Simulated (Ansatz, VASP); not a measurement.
## One calculation of Ti, two programs

```
Ti
1.0
     0.00000    2.01834    1.72951
     2.01834    0.00000    1.72951
     2.01834    2.01834    0.00000
Ti
1
Direct
  0.00000 0.00000 0.00000
```

Alike in both runs: task single point; functional LDA; k mesh 22 × 22 × 22; occupations gaussian, width 0.15 eV; no spin polarisation.

|  | VASP | Ansatz |
| --- | --- | --- |
| version | VASP 6.6.1 | Ansatz 0.2.0 |
| potentials or method | VASP PAW LDA potentials, release 64 (Ti_sv), cutoff 520 eV | scalar-relativistic, plane waves, PAW |
| valence electrons in the cell | 12 | 12 |

```tsv
	VASP	Ansatz	Ansatz less VASP
gap on the k mesh at the Fermi level (eV)	none	none	-
pressure (GPa)	18.2	18.6	+0.38
traceless stress, the component that is largest in VASP (GPa)	1.01	0.97	-0.044
```

Ansatz warns that its potentials were made for another functional, while VASP's fit it. LDA's correlation is that of Perdew and Zunger in VASP and of Perdew and Wang (1992) in Ansatz. A gap of «none» marks a metal or a gap that the smearing closes.
